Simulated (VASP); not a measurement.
ScAl3:

```
Sc Al
1.0
     4.08780    0.00000    0.00000
     0.00000    4.08780    0.00000
     0.00000    0.00000    4.08780
Sc Al
1 3
Direct
  0.00000 0.00000 0.00000
  0.50000 0.00000 0.50000
  0.00000 0.50000 0.50000
  0.50000 0.50000 0.00000
```

Base run:

```yaml
Program: VASP 6.6.1
Functional: PBE
Potentials_or_basis: VASP PAW PBE potentials, release 64 (Sc_sv, Al)
Cutoff: 520 eV
k_mesh: 6 × 6 × 6
Occupations: methfessel-paxton, width 0.1 eV
Spin: no spin polarisation
```

Its results: band gap on the k mesh zero (band 10 reaches 8.14 eV, above the bottom of band 11 at 4.31 eV); pressure 1.0 GPa.

**Question.** The run is repeated on the same cell with these changes: functional from PBE to RPBE. What comes out?

**Answer.** Band gap on the k mesh zero (band 10 reaches 8.31 eV, above the bottom of band 11 at 4.39 eV); pressure 3.0 GPa.

RPBE binds less tightly than PBE, so the same cell stands under more pressure.

Caveats: the PAW data sets were made with another functional, which shifts forces and pressure a little (some runs).
